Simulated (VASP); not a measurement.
Bi2Br3: single point with PBE+D3(BJ)

Bi2Br3:

```
CELL_PARAMETERS angstrom
4.91327 0.00000 0.00000
-2.45664 4.25502 0.00000
0.00000 0.00000 7.60203
ATOMIC_POSITIONS crystal
Bi 0.66667 0.33333 0.15941
Bi 0.33333 0.66667 0.84059
Br 0.00000 0.00000 0.00000
Br 0.33333 0.66667 0.34032
Br 0.66667 0.33333 0.65968
```

```yaml
Program: VASP 6.6.1
Task: single point
Functional: PBE
Dispersion: D3(BJ)
Potentials_or_basis: VASP PAW PBE potentials, release 64 (Bi_d, Br)
Cutoff: 520 eV
k_mesh: 12 × 12 × 6
Occupations: gaussian, width 0.1 eV
Spin: no spin polarisation
Dipole_correction: no
Further_INCAR_settings: ALGO = Normal; EDIFF = 1e-06; NBANDS = 34
```

| Property | Result |
| --- | --- |
| Pressure | 0.0 GPa |
| Band gap on the k mesh | zero (an odd number of electrons rules out a gap without spin polarisation) |
| Dispersion energy per atom | -0.324 eV |

Levels at points of the mesh, in eV from the Fermi level:
```tsv
k point	band 23	band 24	band 25	band 26	band 27	band 28
(0.00, 0.00, 0.00)	-3.20	-2.78	-1.14	-0.86	-0.86	1.19
(0.50, 0.00, 0.00)	-3.08	-2.43	-0.16	0.96	1.12	1.61
(0.00, 0.00, 0.50)	-3.31	-2.34	-1.76	-0.91	-0.91	0.45
(0.50, 0.00, 0.50)	-2.90	-2.51	-1.06	0.50	1.04	1.65
```

It took 6.5 min on 1 thread of Intel(R) Xeon(R) Platinum 8559C (Emerald Rapids), with other jobs on the host, peak memory 0.6 GiB.

Caveat: spin-orbit coupling is left out, which moves the levels of the heavy elements; an odd number of electrons without spin polarisation forces a metal; a magnetic or distorted state may lie lower.
